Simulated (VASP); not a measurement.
Wanted: the native input for a VASP 6.6.1 run.

| Item | Value |
| --- | --- |
| Task | single point |
| Functional | r2SCAN |
| Potentials or basis | VASP PAW PBE potentials, release 64 (Ba_sv, Ti_sv, O) |
| Cutoff | 520 eV |
| k mesh | 6 × 6 × 6 |
| Occupations | gaussian, width 0.02 eV |
| Spin | no spin polarisation |
| Dipole correction | no |
| Further INCAR settings | ALGO = Normal; EDIFF = 1e-06; NBANDS = 28 |

BaTiO3:

```
Ba Ti O
1.0
     2.81901    1.62755    2.30987
    -2.81901    1.62755    2.30987
     0.00000   -3.25511    2.30987
Ba Ti O
1 1 3
Direct
  0.99975 0.99975 0.99975
  0.51136 0.51136 0.51136
  0.48902 0.98195 0.48902
  0.48902 0.48902 0.98195
  0.98195 0.48902 0.48902
```

One way to write it, as run:

POSCAR

```
BaTiO3
1.0
    2.8190061795      1.6275539766      2.3098702397
   -2.8190061795      1.6275539766      2.3098702397
    0.0000000000     -3.2551079532      2.3098702396
Ba Ti O
1 1 3
Direct
   -0.0002479000     -0.0002479000     -0.0002479000
    0.5113630485      0.5113630485      0.5113630485
    0.4890185941      0.9819486633      0.4890185941
    0.4890185941      0.4890185941      0.9819486633
    0.9819486633      0.4890185941      0.4890185941
```

INCAR.step1

```
SYSTEM = BaTiO3
PREC = Accurate
ENCUT = 520
ISMEAR = 0
SIGMA = 0.02
LREAL = .FALSE.
LASPH = .TRUE.
NELM = 80
NBANDS = 28
GGA = PE
ALGO = Normal
EDIFF = 1E-4
LWAVE = .TRUE.
LCHARG = .FALSE.
```

INCAR.step2

```
SYSTEM = BaTiO3
PREC = Accurate
ENCUT = 520
EDIFF = 1E-6
ISMEAR = 0
SIGMA = 0.02
LREAL = .FALSE.
LASPH = .TRUE.
NELM = 80
ALGO = Normal
ISIF = 2
LWAVE = .FALSE.
LCHARG = .FALSE.
METAGGA = R2SCAN
LMIXTAU = .TRUE.
NBANDS = 28
ISTART = 1
```

KPOINTS

```
regular mesh
0
G
  6 6 6
  0 0 0
```

Potentials or basis: VASP PAW PBE potentials, release 64 (Ba_sv, Ti_sv, O).

Command:

```sh
$ cat potpaw_PBE.64/Ba_sv/POTCAR potpaw_PBE.64/Ti_sv/POTCAR potpaw_PBE.64/O/POTCAR > POTCAR
$ cp INCAR.step1 INCAR
$ mpirun -np 1 vasp_std > vasp.out
$ cp INCAR.step2 INCAR
$ mpirun -np 1 vasp_std > vasp.out
```

It gave:

```
Pressure               : 5.1 GPa
Largest force          : 0.152 eV/Å
Band gap on the k mesh : 2.69 eV (least direct gap 3.06 eV)
```

Caveat: the cell stands under pressure; the PAW data sets were made with another functional, which shifts forces and pressure a little; spin-orbit coupling is left out, which moves the levels of the heavy elements.

Run time: 3.2 min on 1 thread of Intel Xeon 8259CL, with other jobs on the host, peak memory 0.21 GiB.
